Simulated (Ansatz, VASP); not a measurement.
Two plane-wave programs on SnSe

```
Sn Se
1.0
     0.00000    3.01000    3.01000
     3.01000    0.00000    3.01000
     3.01000    3.01000    0.00000
Sn Se
1 1
Direct
  0.00000 0.00000 0.00000
  0.50000 0.50000 0.50000
```

Alike in both runs: functional RPBE; k mesh 8 × 8 × 8; occupations fermi-dirac, width 0.05 eV; no spin polarisation.

|  | VASP | Ansatz |
| --- | --- | --- |
| version | VASP 6.6.1 | Ansatz 0.2.0 |
| potentials or method | VASP PAW PBE potentials, release 64 (Sn_d, Se) | Ansatz PAW |
| plane-wave cutoff (eV) | 520 | 420 |
| valence electrons in the cell | 20 | 30 |
| task | single point | band structure |

```tsv
	VASP	Ansatz	Ansatz less VASP
pressure (GPa)	2.6	2.6	+0.01
```

VASP's potentials were made for PBE, not for RPBE. VASP's potentials hold 20 valence electrons a cell and Ansatz's 30, so a difference there can come from the potentials and not from the codes.
